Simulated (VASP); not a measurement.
# Ti (P6/mmm) in VASP: notebook

Runs on Ti. Level: r2SCAN. Tasks: single point.

Program: VASP 6.6.1. These are calculated values, not measurements. Logs are shortened: lines on timing, memory, paths and dates and some standing lists are left out, and cuts for length are marked.

## 1. The cell of the first run

It takes space group P6/mmm (No. 191, hexagonal). The conventional cell has a = 4.568 Å, b = 4.568 Å, c = 2.826 Å, α = 90.00°, β = 90.00°, γ = 120.00°. Within 3.7 Å of Ti (site symmetry 6/mmm) lie 14 Ti at 2.83 to 2.99 Å. Within 3.5 Å of Ti (site symmetry -6m2) lie 11 Ti at 2.64 to 2.99 Å.

This isn't the form of Ti at room conditions, which is hcp.

## 2. Single point, r2SCAN (17.02 Å³/atom)

POSCAR reads:

```
Ti
1.0
    4.5679923465      0.0000000000      0.0000000000
   -2.2839961733      3.9559974164      0.0000000000
    0.0000000000      0.0000000000      2.8258480747
Ti
3
Direct
    1.0000000000      1.0000000000      0.0000000000
    0.3333333333      0.6666666667      0.5000000000
    0.6666666667      0.3333333333      0.5000000000
```

INCAR.step1 reads:

```
ALGO     = Normal         # electronic algorithm
EDIFF    = 1E-4           # SCF threshold, eV
ENCUT    = 520            # plane-wave cutoff, eV
GGA      = PE             # functional
ISMEAR   = -1             # smearing method
LASPH    = T              # aspherical terms in the spheres
LCHARG   = F              # write CHGCAR
LREAL    = F              # projectors in reciprocal space
LWAVE    = T              # write WAVECAR
NBANDS   = 25             # bands
NELM     = 100            # most SCF steps
PREC     = Accurate       # precision mode
SIGMA    = 0.1            # smearing width, eV
```

INCAR.step2 reads:

```
ALGO     = Normal         # electronic algorithm
EDIFF    = 1E-6           # SCF threshold, eV
ENCUT    = 520            # plane-wave cutoff, eV
ISIF     = 2              # what is computed and relaxed
ISMEAR   = -1             # smearing method
ISTART   = 1            
LASPH    = T              # aspherical terms in the spheres
LCHARG   = T              # write CHGCAR
LELF     = T              # ELF
LMIXTAU  = T            
LREAL    = F              # projectors in reciprocal space
LVHAR    = T            
LWAVE    = F              # write WAVECAR
METAGGA  = R2SCAN         # meta-GGA
NBANDS   = 25             # bands
NELM     = 100            # most SCF steps
PREC     = Accurate       # precision mode
SIGMA    = 0.1            # smearing width, eV
```

KPOINTS reads:

```
k-points
0
Gamma
  9 9 13
```

Potentials or basis: VASP PAW PBE potentials, release 64 (Ti_sv).

Run with:

```console
$ cat potpaw_PBE.64/Ti_sv/POTCAR > POTCAR
$ cp INCAR.step1 INCAR
$ mpirun -np 1 vasp_std > vasp.out
$ cp INCAR.step2 INCAR
$ mpirun -np 1 vasp_std > vasp.out
```

OUTCAR:

```text
EDIFF = 1E-6
   ENCUT = 520
   ISIF = 2
   ISMEAR = -1
   ISTART = 1
   LASPH = T
   LREAL = F
   METAGGA = R2SCAN
   NELM = 100
   PREC = Accurate

 ion  position               nearest neighbor table
   1  0.000  0.000  0.000-
   2  0.333  0.667  0.500-   3 2.64   3 2.64   3 2.64
   3  0.667  0.333  0.500-   2 2.64   2 2.64   2 2.64

  LATTYP: Found a hexagonal cell.
 ALAT       =     4.5679923465
 C/A-ratio  =     0.6186192665

  Lattice vectors:

 A1 = (   4.5679923465,   0.0000000000,   0.0000000000)
 A2 = (  -2.2839961733,   3.9559974164,   0.0000000000)
 A3 = (   0.0000000000,   0.0000000000,   2.8258480747)

Analysis of symmetry for initial positions (statically):
=====================================================================
 Subroutine PRICEL returns:
 Original cell was already a primitive cell.

 Routine SETGRP: Setting up the symmetry group for a
 hexagonal supercell.

 Subroutine GETGRP returns: Found 24 space group operations
 (whereof 24 operations were pure point group operations)
 out of a pool of 24 trial point group operations.

The static configuration has the point symmetry D_6h.

Analysis of symmetry for dynamics (positions and initial velocities):
=====================================================================
 Subroutine PRICEL returns:
 Original cell was already a primitive cell.

 Routine SETGRP: Setting up the symmetry group for a
 hexagonal supercell.

 Subroutine GETGRP returns: Found 24 space group operations
 (whereof 24 operations were pure point group operations)
 out of a pool of 24 trial point group operations.

The dynamic configuration has the point symmetry D_6h.

 Subroutine INISYM returns: Found 24 space group operations
 (whereof 24 operations are pure point group operations),
 and found     1 'primitive' translations

----------------------------------------------------------------------------------------

                                     Primitive cell

  volume of cell :      51.0658

  direct lattice vectors                    reciprocal lattice vectors
     4.567992346  0.000000000  0.000000000     0.218914552  0.126390376  0.000000000
    -2.283996173  3.955997416  0.000000000     0.000000000  0.252780752  0.000000000
     0.000000000  0.000000000  2.825848075     0.000000000  0.000000000  0.353876066

  length of vectors
     4.567992346  4.567992347  2.825848075     0.252780752  0.252780752  0.353876066

  position of ions in fractional coordinates (direct lattice)
     0.000000000  0.000000000  0.000000000
     0.333333333  0.666666667  0.500000000
     0.666666667  0.333333333  0.500000000

  ion indices of the primitive-cell ions
   primitive index   ion index
                 1           1
                 2           2
                 3           3

----------------------------------------------------------------------------------------

 KPOINTS: k-points

Automatic generation of k-mesh.
 Grid dimensions read from file:
 generate k-points for:    9    9   13

 Generating k-lattice:

  Cartesian coordinates                     Fractional coordinates (reciprocal lattice)
     0.024323839  0.014043375  0.000000000     0.111111111  0.000000000  0.000000000
     0.000000000  0.028086750  0.000000000     0.000000000  0.111111111  0.000000000
     0.000000000  0.000000000  0.027221236     0.000000000  0.000000000  0.076923077

  Length of vectors
     0.028086750  0.028086750  0.027221236

  Shift w.r.t. Gamma in fractional coordinates (k-lattice)
     0.000000000  0.000000000  0.000000000

 Subroutine IBZKPT returns following result:
 ===========================================

 Found     84 irreducible k-points:

 Following reciprocal coordinates:
            Coordinates               Weight
  0.000000  0.000000  0.000000      1.000000
  0.111111 -0.000000  0.000000      6.000000
  0.222222 -0.000000  0.000000      6.000000
  0.333333  0.000000  0.000000      6.000000
  0.444444 -0.000000  0.000000      6.000000
  0.111111  0.111111  0.000000      6.000000
[... 16 lines left out ...]
  0.333333  0.222222  0.076923     24.000000
  0.333333  0.333333  0.076923      4.000000
 [... further k-points ...]
   k-points           NKPTS =     84   k-points in BZ     NKDIM =     84   number of bands    NBANDS=     25
   number of dos      NEDOS =    301   number of ions     NIONS =      3
   total plane-waves  NPLWV =  31104
   dimension x,y,z NGX =    36 NGY =   36 NGZ =   24
   dimension x,y,z NGXF=    72 NGYF=   72 NGZF=   48
   ions per type =               3
   NGX,Y,Z   is equivalent  to a cutoff of  13.10, 13.10, 14.12 a.u.
   NGXF,Y,Z  is equivalent  to a cutoff of  26.20, 26.20, 28.24 a.u.
 SYSTEM =  unknown system
   PREC   = accura    normal or accurate (medium, high low for compatibility)
   ISTART =      1    job   : 0-new  1-cont  2-samecut
   ICHARG =      0    charge: 1-file 2-atom 10-const
   ISPIN  =      1    spin polarized calculation?
   LNONCOLLINEAR =      F non collinear calculations
   LSORBIT =      F    spin-orbit coupling
   LASPH  =      T    aspherical Exc in radial PAW
   ENCUT  =  520.0 eV  38.22 Ry    6.18 a.u.   8.49  8.49  5.25*2*pi/ulx,y,z
   NELM   =    100;   NELMIN=  2; NELMDL=  0     # of ELM steps
   EDIFF  = 0.1E-05   stopping-criterion for ELM
   LREAL  =      F    real-space projection
   EDIFFG = 0.1E-04   stopping-criterion for IOM
   NSW    =      0    number of steps for IOM
   IBRION =     -1    ionic relax: 0-MD 1-quasi-New 2-CG
   NFREE  =      0    steps in history (QN), initial steepest desc. (CG)
   ISIF   =      2    stress and relaxation
   ISYM   =      2    0-nonsym 1-usesym 2-fastsym
   POTIM  = 0.5000    time-step for ionic-motion
   TEBEG  =    0.0;   TEEND  =   0.0 temperature during run
   PSTRESS=    0.0 pullay stress
   NELECT =      36.0000    total number of electrons
   NUPDOWN=      -1.0000    fix difference up-down
   EMIN   =  10.00;   EMAX   =-10.00  energy-range for DOS
   EFERMI =   0.00;   METHOD = LEGACY
   ISMEAR =    -1;   SIGMA  =   0.10  broadening in eV -4-tet -1-fermi 0-gaus
   EFERMI_NEDOS =   21; number of points for ismear=-14 and -15
   IALGO  =     38    algorithm
   IMIX   =      4    mixing-type and parameters
     AMIX     =   0.40;   BMIX     =  1.00
     AMIX_MAG =   1.60;   BMIX_MAG =  1.00
  volume/ion in A,a.u.               =      17.02       114.87
  Fermi-wavevector in a.u.,A,eV,Ry     =   1.457020  2.753369 28.883919  2.122908
  Thomas-Fermi vector in A             =   2.573871
   LORBIT       =      0    0 simple, 1 ext, 2 COOP (PROOUT), +10 PAW based schemes
   METAGGA = R2SCAN    functional components
   LHFCALC =     F    Hartree Fock is set to
   AEXX    =    0.0000 exact exchange contribution
   IVDW    =     0    specifies the selected vdW correction
   LEPSILON=     F    determine dielectric tensor
   LRPA    =     F    only Hartree local field effects (RPA)
 non-spin polarized calculation
  energy-cutoff  :      520.00
  volume of cell :       51.07
 maximum number of plane-waves:      1402
 NGX is ok and might be reduce to    36
   NGX = 17   NGY = 17   NGZ = 11

 number of electron      35.9999989 magnetization

 Free energy of the ion-electron system (eV)
  ---------------------------------------------------
  ext. energy  EPLUGINS =         0.00000000
  ---------------------------------------------------
  free energy    TOTEN  =       -38.93962538 eV

  energy without entropy =      -38.85323607  energy(sigma->0) =      -38.89643072

 E-fermi :   8.4831     XC(G=0): -12.5020

 val. band max:        8.4802600500   @ k =   0.3333   0.3333   0.2308
 cond. band min:       8.5199228107   @ k =   0.3333   0.3333   0.3077
 fundamental gap:      0.0396627607
 Fermi energy:         8.4831346206

 k-point     1 :       0.0000    0.0000    0.0000
  band No.  band energies     occupation
      1     -50.7312      2.00000
      2     -50.4995      2.00000
      3     -50.3333      2.00000
      4     -25.9983      2.00000
      5     -25.9982      2.00000
      6     -25.9466      2.00000
[... 17 lines left out ...]
     24      10.4698      0.00000
     25      10.5910      0.00000

 k-point     2 :       0.1111   -0.0000    0.0000
  band No.  band energies     occupation
      1     -50.7290      2.00000
      2     -50.4968      2.00000
      3     -50.3383      2.00000
      4     -26.0556      2.00000
      5     -26.0431      2.00000
      6     -25.8879      2.00000
[... 17 lines left out ...]
     24      10.2543      0.00000
     25      10.8866      0.00000

 k-point     3 :       0.2222   -0.0000    0.0000
  band No.  band energies     occupation
      1     -50.7235      2.00000
      2     -50.4886      2.00000
      3     -50.3525      2.00000
      4     -26.1225      2.00000
      5     -26.0640      2.00000
      6     -25.8174      2.00000
[... 17 lines left out ...]
     24      10.3574      0.00000
     25      11.2305      0.00000

 k-point     4 :       0.3333    0.0000    0.0000
  band No.  band energies     occupation
      1     -50.7174      2.00000
      2     -50.4750      2.00000
      3     -50.3727      2.00000
      4     -26.1724      2.00000
      5     -26.0374      2.00000
      6     -25.7630      2.00000
[... 17 lines left out ...]
     24      10.7792      0.00000
     25      11.3554      0.00000
[... 477 lines left out ...]
 k-point    22 :       0.2222    0.2222    0.0769
  band No.  band energies     occupation
      1     -50.7116      2.00000
      2     -50.4620      2.00000
      3     -50.3818      2.00000
      4     -26.1074      2.00000
      5     -26.0824      2.00000
      6     -25.8448      2.00000
[... 17 lines left out ...]
     24      10.9265      0.00000
     25      11.0527      0.00000

 k-point    23 :       0.3333    0.2222    0.0769
  band No.  band energies     occupation
      1     -50.7091      2.00000
      2     -50.4444      2.00000
      3     -50.4022      2.00000
      4     -26.1121      2.00000
      5     -26.0240      2.00000
      6     -25.9245      2.00000
[... 17 lines left out ...]
     24      10.6638      0.00000
     25      11.3020      0.00000

 k-point    24 :       0.3333    0.3333    0.0769
  band No.  band energies     occupation
      1     -50.7084      2.00000
      2     -50.4237      2.00000
      3     -50.4237      2.00000
      4     -26.0295      2.00000
      5     -26.0251      2.00000
      6     -26.0251      2.00000
[... 17 lines left out ...]
     24      10.5012      0.00000
     25      11.5550      0.00000

 [... further k-points ...]

------------------------ aborting loop because EDIFF is reached ----------------------------------------

  FORCE on cell =-STRESS in cart. coord.  units (eV):
  Direction    XX          YY          ZZ          XY          YZ          ZX
  --------------------------------------------------------------------------------------
  -------------------------------------------------------------------------------------
  Total        0.1427986      0.1427986      0.1312875     -0.0000000      0.0000000     -0.0000000
  in kB        4.4802726      4.4802726      4.1191125     -0.0000000      0.0000000     -0.0000000
  external PRESSURE =       4.3598859 kB  Pullay stress =       0.0000000 kB

 VOLUME and BASIS-vectors are now :
 -----------------------------------------------------------------------------
  energy-cutoff  :      520.00
  volume of cell :       51.07
      direct lattice vectors                 reciprocal lattice vectors
     4.567992346  0.000000000  0.000000000     0.218914552  0.126390376  0.000000000
    -2.283996173  3.955997416  0.000000000     0.000000000  0.252780752  0.000000000
     0.000000000  0.000000000  2.825848075     0.000000000  0.000000000  0.353876066

 POSITION                                       TOTAL-FORCE (eV/Angst)
 -----------------------------------------------------------------------------------
      0.00000      0.00000      0.00000         0.000000      0.000000     -0.000000
     -0.00000      2.63733      1.41292        -0.000000      0.000000      0.000000
      2.28400      1.31867      1.41292         0.000000     -0.000000     -0.000000
 -----------------------------------------------------------------------------------
    total drift:                                0.000000      0.000000     -0.000000

  FREE ENERGIE OF THE ION-ELECTRON SYSTEM (eV)
  ---------------------------------------------------
  free  energy   TOTEN  =       -38.9396253752 eV

  energy  without entropy=      -38.8532360715  energy(sigma->0) =      -38.89643072
```

Wall time 4.6 min (1 thread of AMD EPYC 9R45 (Zen 5), shared host); peak memory 0.2 GiB.

What came out:

- Free energy: -38.9396 eV
- Pressure: 0.4 GPa
- Band gap on the k mesh: zero (bands 18 and 19 overlap by 0.20 eV)

Caveat: the PAW data sets were made with another functional, which shifts forces and pressure a little.

## 3. Single point, r2SCAN (17.70 Å³/atom)

This run uses another cell than the first one, of 17.70 Å³/atom.

POSCAR reads:

```
Ti
1.0
    4.6281044024      0.0000000000      0.0000000000
   -2.3140522012      4.0080559839      0.0000000000
    0.0000000000      0.0000000000      2.8630345507
Ti
3
Direct
    1.0000000000      1.0000000000      0.0000000000
    0.3333333333      0.6666666667      0.5000000000
    0.6666666667      0.3333333333      0.5000000000
```

INCAR.step1 reads:

```
SYSTEM = Ti
ALGO     = Normal         ! electronic algorithm
EDIFF    = 1E-4           ! SCF threshold, eV
ENCUT    = 520            ! plane-wave cutoff, eV
GGA      = PE             ! functional
ISMEAR   = -1             ! smearing method
LASPH    = .TRUE.         ! aspherical terms in the spheres
LCHARG   = .FALSE.        ! write CHGCAR
LREAL    = .FALSE.        ! projectors in reciprocal space
LWAVE    = .TRUE.         ! write WAVECAR
NBANDS   = 25             ! bands
NELM     = 80             ! most SCF steps
PREC     = Accurate       ! precision mode
SIGMA    = 0.1            ! smearing width, eV
```

INCAR.step2 reads:

```
SYSTEM = Ti
ALGO     = Normal         ! electronic algorithm
EDIFF    = 1E-6           ! SCF threshold, eV
ENCUT    = 520            ! plane-wave cutoff, eV
ISIF     = 2              ! what is computed and relaxed
ISMEAR   = -1             ! smearing method
ISTART   = 1            
LASPH    = .TRUE.         ! aspherical terms in the spheres
LCHARG   = .TRUE.         ! write CHGCAR
LELF     = .TRUE.         ! ELF
LMIXTAU  = .TRUE.       
LREAL    = .FALSE.        ! projectors in reciprocal space
LVHAR    = .TRUE.       
LWAVE    = .FALSE.        ! write WAVECAR
METAGGA  = R2SCAN         ! meta-GGA
NBANDS   = 25             ! bands
NELM     = 80             ! most SCF steps
PREC     = Accurate       ! precision mode
SIGMA    = 0.1            ! smearing width, eV
```

KPOINTS reads:

```
k-points
0
G
  9 9 13
  0 0 0
```

Potentials or basis: VASP PAW PBE potentials, release 64 (Ti_sv).

Run with:

```console
$ cat potpaw_PBE.64/Ti_sv/POTCAR > POTCAR
$ cp INCAR.step1 INCAR
$ mpirun -np 1 vasp_std > vasp.out
$ cp INCAR.step2 INCAR
$ mpirun -np 1 vasp_std > vasp.out
```

It took 6.8 min on 1 thread of AMD EPYC 9R45 (Zen 5), shared host; peak memory 0.2 GiB.

Results (log left out):

| Item | Value |
| --- | --- |
| Free energy | -38.9179 eV |
| Pressure | -3.9 GPa |
| Band gap on the k mesh | zero (bands 18 and 19 overlap by 0.18 eV) |

Stress tensor (GPa, compression positive):
```
-3.82  0.00  0.00
 0.00 -3.82  0.00
 0.00  0.00 -4.14
```

Levels at points of the mesh, in eV from the Fermi level:
| k point | band 14 | band 15 | band 16 | band 17 | band 18 | band 19 | band 20 | band 21 | band 22 | band 23 |
| --- | --- | --- | --- | --- | --- | --- | --- | --- | --- | --- |
| (0.00, 0.00, 0.00) | -1.90 | -0.76 | -0.76 | -0.74 | -0.74 | 0.03 | 0.82 | 1.41 | 1.41 | 1.91 |

Caveat: the cell stands under tension; the PAW data sets were made with another functional, which shifts forces and pressure a little.
